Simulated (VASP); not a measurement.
A run of VASP 6.6.1 is set up as follows.

The input INCAR:

```
SYSTEM = TiAl
ALGO     = Fast           ! electronic algorithm
EDIFF    = 1E-7           ! SCF threshold, eV
ENCUT    = 520            ! plane-wave cutoff, eV
GGA      = PS             ! functional
ISIF     = 2              ! what is computed and relaxed
ISMEAR   = 0              ! smearing method
ISPIN    = 2              ! spin polarisation
LASPH    = .TRUE.         ! aspherical terms in the spheres
LCHARG   = .FALSE.        ! write CHGCAR
LMAXMIX  = 4              ! l up to which the mixer works
LORBIT   = 11             ! projections on sites
LREAL    = .FALSE.        ! projectors in reciprocal space
LWAVE    = .FALSE.        ! write WAVECAR
MAGMOM   = 0.25 0         ! initial moments
NBANDS   = 18             ! bands
NELM     = 150            ! most SCF steps
NUPDOWN  = 0.25           ! fixed moment
PREC     = Accurate       ! precision mode
SIGMA    = 0.15           ! smearing width, eV
```

The input KPOINTS:

```
k-points
0
G
  21 21 12
  0 0 0
```

File POSCAR:

```
TiAl
1.0
    2.7694960644      0.0000000000      0.0000000000
   -1.3847480322      2.3984539475      0.0000000000
    0.0000000000      0.0000000000      4.4925796926
Ti Al
1 1
Direct
    0.0000000000      0.0000000000      0.0000000000
    0.3333333333      0.6666666667      0.5000000000
```

Potentials or basis: VASP PAW PBE potentials, release 64 (Ti_sv, Al).

Launch:

```sh
$ cat potpaw_PBE.64/Ti_sv/POTCAR potpaw_PBE.64/Al/POTCAR > POTCAR
$ mpirun -np 1 vasp_std > vasp.out
```

Task: Estimate the pressure.

Result: 11.0 GPa.

Stress tensor (GPa, compression positive):
```
10.46  0.00  0.00
 0.00 10.46  0.00
 0.00  0.00 12.17
```

Caveat: the PAW data sets were made with another functional, which shifts forces and pressure a little; the total moment is fixed, so each spin has its own Fermi level.
